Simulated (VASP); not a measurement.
# Hf (Fm-3m) in VASP: single point with PBE

Aim: the single point of Hf with PBE.

Program: VASP 6.6.1. These are calculated values, not measurements. Logs are shortened: lines on timing, memory, paths and dates and some standing lists are left out, and cuts for length are marked.

## (1) The cell of the first run

It takes space group Fm-3m (No. 225, cubic). Conventional cell: a = 4.770 Å, b = 4.770 Å, c = 4.770 Å, α = 90.00°, β = 90.00°, γ = 90.00°. Hf (site symmetry m-3m) has 12 Hf at 3.37 Å within 4.4 Å.

This isn't the form of Hf at room conditions, which is hcp.

## (2) Single point, PBE

INCAR

```
SYSTEM = Hf
ALGO     = Normal         ! electronic algorithm
EDIFF    = 1E-6           ! SCF threshold, eV
ENCUT    = 500            ! plane-wave cutoff, eV
GGA      = PE             ! functional
GGA_COMPAT= .FALSE.      
ISIF     = 2              ! what is computed and relaxed
ISMEAR   = 0              ! smearing method
LASPH    = .TRUE.         ! aspherical terms in the spheres
LCHARG   = .FALSE.        ! write CHGCAR
LREAL    = .FALSE.        ! projectors in reciprocal space
LWAVE    = .FALSE.        ! write WAVECAR
NBANDS   = 11             ! bands
NELM     = 120            ! most SCF steps
PREC     = Accurate       ! precision mode
SIGMA    = 0.0388         ! smearing width, eV
```

KPOINTS

```
k-points
0
G
  12 12 12
  0 0 0
```

POSCAR

```
Hf
1.0
    0.0000000000      2.3848280000      2.3848280000
    2.3848280000      0.0000000000      2.3848280000
    2.3848280000      2.3848280000      0.0000000000
Hf
1
Direct
    0.0000000000      0.0000000000      0.0000000000
```

Potentials or basis: VASP PAW PBE potentials, release 64 (Hf_pv).

Launch:

```
$ cat potpaw_PBE.64/Hf_pv/POTCAR > POTCAR
$ mpirun -np 1 vasp_std > vasp.out
```

OUTCAR:

```text
SYSTEM = Hf
   EDIFF = 1E-6
   ENCUT = 500
   GGA = PE
   ISIF = 2
   ISMEAR = 0
   LASPH = .TRUE.
   LREAL = .FALSE.
   NELM = 120
   PREC = Accurate

 ion  position               nearest neighbor table
   1  0.000  0.000  0.000-

  LATTYP: Found a face centered cubic cell.
 ALAT       =     4.7696560000

  Lattice vectors:

 A1 = (   0.0000000000,   2.3848280000,   2.3848280000)
 A2 = (   2.3848280000,   0.0000000000,   2.3848280000)
 A3 = (   2.3848280000,   2.3848280000,   0.0000000000)

Analysis of symmetry for initial positions (statically):
=====================================================================
 Subroutine PRICEL returns:
 Original cell was already a primitive cell.

 Routine SETGRP: Setting up the symmetry group for a
 face centered cubic supercell.

 Subroutine GETGRP returns: Found 48 space group operations
 (whereof 48 operations were pure point group operations)
 out of a pool of 48 trial point group operations.

The static configuration has the point symmetry O_h .

Analysis of symmetry for dynamics (positions and initial velocities):
=====================================================================
 Subroutine PRICEL returns:
 Original cell was already a primitive cell.

 Routine SETGRP: Setting up the symmetry group for a
 face centered cubic supercell.

 Subroutine GETGRP returns: Found 48 space group operations
 (whereof 48 operations were pure point group operations)
 out of a pool of 48 trial point group operations.

The dynamic configuration has the point symmetry O_h .

 Subroutine INISYM returns: Found 48 space group operations
 (whereof 48 operations are pure point group operations),
 and found     1 'primitive' translations

----------------------------------------------------------------------------------------

                                     Primitive cell

  volume of cell :      27.1270

  direct lattice vectors                    reciprocal lattice vectors
     0.000000000  2.384828000  2.384828000    -0.209658726  0.209658726  0.209658726
     2.384828000  0.000000000  2.384828000     0.209658726 -0.209658726  0.209658726
     2.384828000  2.384828000  0.000000000     0.209658726  0.209658726 -0.209658726

[... 83 lines left out ...]
   EDIFFG = 0.1E-04   stopping-criterion for IOM
   NSW    =      0    number of steps for IOM
   IBRION =     -1    ionic relax: 0-MD 1-quasi-New 2-CG
   NFREE  =      0    steps in history (QN), initial steepest desc. (CG)
   ISIF   =      2    stress and relaxation
   ISYM   =      2    0-nonsym 1-usesym 2-fastsym
   POTIM  = 0.5000    time-step for ionic-motion
   TEBEG  =    0.0;   TEEND  =   0.0 temperature during run
   PSTRESS=    0.0 pullay stress
   NELECT =      10.0000    total number of electrons
   NUPDOWN=      -1.0000    fix difference up-down
   EMIN   =  10.00;   EMAX   =-10.00  energy-range for DOS
   EFERMI =   0.00;   METHOD = LEGACY
   ISMEAR =     0;   SIGMA  =   0.04  broadening in eV -4-tet -1-fermi 0-gaus
   EFERMI_NEDOS =   21; number of points for ismear=-14 and -15
   IALGO  =     38    algorithm
   IMIX   =      4    mixing-type and parameters
     AMIX     =   0.40;   BMIX     =  1.00
     AMIX_MAG =   1.60;   BMIX_MAG =  1.00
  volume/ion in A,a.u.               =      27.13       183.06
  Fermi-wavevector in a.u.,A,eV,Ry     =   1.173837  2.218230 18.747374  1.377893
  Thomas-Fermi vector in A             =   2.310244
   LORBIT       =      0    0 simple, 1 ext, 2 COOP (PROOUT), +10 PAW based schemes
   GGA     = PE    functional components
   LHFCALC =     F    Hartree Fock is set to
   AEXX    =    0.0000 exact exchange contribution
   IVDW    =     0    specifies the selected vdW correction
   LEPSILON=     F    determine dielectric tensor
   LRPA    =     F    only Hartree local field effects (RPA)
 non-spin polarized calculation
 Gauss-broadening in eV      SIGMA  =   0.04
  energy-cutoff  :      500.00
  volume of cell :       27.13
 maximum number of plane-waves:       701
 NGX is ok and might be reduce to    28
   NGX = 13   NGY = 13   NGZ = 13

 number of electron      10.0000000 magnetization

 number of electron       9.9999999 magnetization

 Free energy of the ion-electron system (eV)
  ---------------------------------------------------
  ext. energy  EPLUGINS =         0.00000000
  ---------------------------------------------------
  free energy    TOTEN  =        -9.61565144 eV

  energy without entropy =       -9.61423683  energy(sigma->0) =       -9.61494414

 E-fermi :   3.4895     XC(G=0): -10.4440

 val. band max:        3.4866617472   @ k =   0.4167   0.0000   0.0000
 cond. band min:       3.4957127966   @ k =  -0.2500   0.0833   0.0000
 fundamental gap:      0.0090510494
 Fermi energy:         3.4894941434

 k-point     1 :       0.0000    0.0000    0.0000
  band No.  band energies     occupation
      1     -27.2456      2.00000
      2     -27.2456      2.00000
      3     -27.2456      2.00000
      4      -3.0407      2.00000
      5       4.7600      0.00000
      6       4.7600      0.00000
      7       4.7600      0.00000
      8       6.9202      0.00000
      9       6.9202      0.00000
     10      14.1746      0.00000
     11      15.8388      0.00000
[... 309 lines left out ...]
 k-point    24 :      -0.4167    0.1667    0.0000
  band No.  band energies     occupation
      1     -27.6162      2.00000
      2     -27.3767      2.00000
      3     -27.3178      2.00000
      4       1.0272      2.00000
      5       3.0753      2.00000
      6       4.0675      0.00000
      7       5.1772      0.00000
      8       8.1214      0.00000
      9       9.1215      0.00000
     10      10.4586      0.00000
     11      15.2052      0.00000

 [... further k-points ...]

------------------------ aborting loop because EDIFF is reached ----------------------------------------

  FORCE on cell =-STRESS in cart. coord.  units (eV):
  Direction    XX          YY          ZZ          XY          YZ          ZX
  --------------------------------------------------------------------------------------
  -------------------------------------------------------------------------------------
  Total       -2.3810172     -2.3810172     -2.3810172      0.0000000      0.0000000      0.0000000
  in kB     -140.6280429   -140.6280429   -140.6280429      0.0000000      0.0000000      0.0000000
  external PRESSURE =    -140.6280429 kB  Pullay stress =       0.0000000 kB

 VOLUME and BASIS-vectors are now :
 -----------------------------------------------------------------------------
  energy-cutoff  :      500.00
  volume of cell :       27.13
      direct lattice vectors                 reciprocal lattice vectors
     0.000000000  2.384828000  2.384828000    -0.209658726  0.209658726  0.209658726
     2.384828000  0.000000000  2.384828000     0.209658726 -0.209658726  0.209658726
     2.384828000  2.384828000  0.000000000     0.209658726  0.209658726 -0.209658726

 POSITION                                       TOTAL-FORCE (eV/Angst)
 -----------------------------------------------------------------------------------
      0.00000      0.00000      0.00000        -0.000000     -0.000000     -0.000000
 -----------------------------------------------------------------------------------
    total drift:                               -0.000000      0.000000     -0.000000

  FREE ENERGIE OF THE ION-ELECTRON SYSTEM (eV)
  ---------------------------------------------------
  free  energy   TOTEN  =        -9.6156514435 eV

  energy  without entropy=       -9.6142368343  energy(sigma->0) =       -9.61494414
```

Wall time 9.7 s (1 thread of AMD EPYC 9R45 (Zen 5), shared host); peak memory 0.13 GiB.

What came out:

```
Free energy            : -9.6157 eV
Pressure               : -14.1 GPa
Band gap on the k mesh : zero (bands 5 and 6 overlap by 1.61 eV)
```

Caveat: the cell stands under tension; spin-orbit coupling is left out, which moves the levels of the heavy elements.
